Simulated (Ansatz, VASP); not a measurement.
# Two plane-wave programs on Ni

```
Ni
1.0
     0.00000    1.75969    1.75969
     1.75969    0.00000    1.75969
     1.75969    1.75969    0.00000
Ni
1
Cartesian
  0.0000 0.0000 0.0000
```

Alike in both runs: task single point; functional PBE; k mesh 25 × 25 × 25; occupations fermi-dirac, width 0.05 eV; collinear spin.

```csv
,VASP,Ansatz
version,VASP 6.6.1,Ansatz 0.2.0
potentials or method,"VASP PAW PBE potentials, release 64 (Ni), cutoff 520 eV","plane waves (420 eV) with PAW, scalar-relativistic"
valence electrons in the cell,10,18
```

VASP gave:

```
pressure (GPa)                                                : -0.2
net moment per atom (μB)                                      : 0.62
size of the moment on the site where the two differ most (μB) : 0.63
```

Question: Estimate Ansatz's values.

Answer: Pressure (GPa): -0.1; net moment per atom (μB): 0.63; size of the moment on the site where the two differ most (μB): 0.67.

Site moments also hang on the region over which each program counts them. VASP's potentials hold 10 valence electrons a cell and Ansatz's 18, so a difference there can come from the potentials and not from the codes.
